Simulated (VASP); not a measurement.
Here is a VASP 6.6.1 calculation.

The input INCAR:

```
PREC     = Accurate       # precision mode
ENCUT    = 520            # plane-wave cutoff, eV
EDIFF    = 1E-6           # SCF threshold, eV
ISMEAR   = -1             # smearing method
SIGMA    = 0.05           # smearing width, eV
LREAL    = False          # projectors in reciprocal space
LASPH    = True           # aspherical terms in the spheres
NELM     = 80             # most SCF steps
ALGO     = Normal         # electronic algorithm
ISIF     = 2              # what is computed and relaxed
LWAVE    = False          # write WAVECAR
LCHARG   = False          # write CHGCAR
GGA      = RE             # functional
NBANDS   = 31             # bands
```

KPOINTS

```
regular mesh
0
Gamma
  8 8 5
```

The input POSCAR:

```
HfO2
1.0
    3.5580193300      0.0000000000      0.0000000000
    0.0000000000      3.5580193300      0.0000000000
    0.0000000000      0.0000000000      5.1718612100
Hf O
2 4
Direct
    0.0000000000      0.0000000000      0.0000000000
    0.5000000000      0.5000000000      0.5000000000
    0.0000000000      0.5000000000      0.1972078800
    0.5000000000      0.0000000000      0.3027921200
    0.5000000000      0.0000000000      0.8027921200
    0.0000000000      0.5000000000      0.6972078800
```

Potentials or basis: VASP PAW PBE potentials, release 64 (Hf_pv, O).

Command:

```console
$ cat potpaw_PBE.64/Hf_pv/POTCAR potpaw_PBE.64/O/POTCAR > POTCAR
$ mpirun -np 1 vasp_std > vasp.out
```

Problem. Predict the largest force.

Solution. 0.116 eV/Å.

Problem. Predict the band gap on the k mesh.

Solution. 4.81 eV (least direct gap 4.88 eV).

Forces on the atoms (eV/Å):
```
Hf   0.000  0.000  0.000
Hf   0.000  0.000  0.000
O    0.000  0.000  0.116
O    0.000  0.000 -0.116
O    0.000  0.000 -0.116
O    0.000  0.000  0.116
```

Caveat: the PAW data sets were made with another functional, which shifts forces and pressure a little; spin-orbit coupling is left out, which moves the levels of the heavy elements; an odd mesh through Γ misses points on the zone boundary, where band edges can lie.
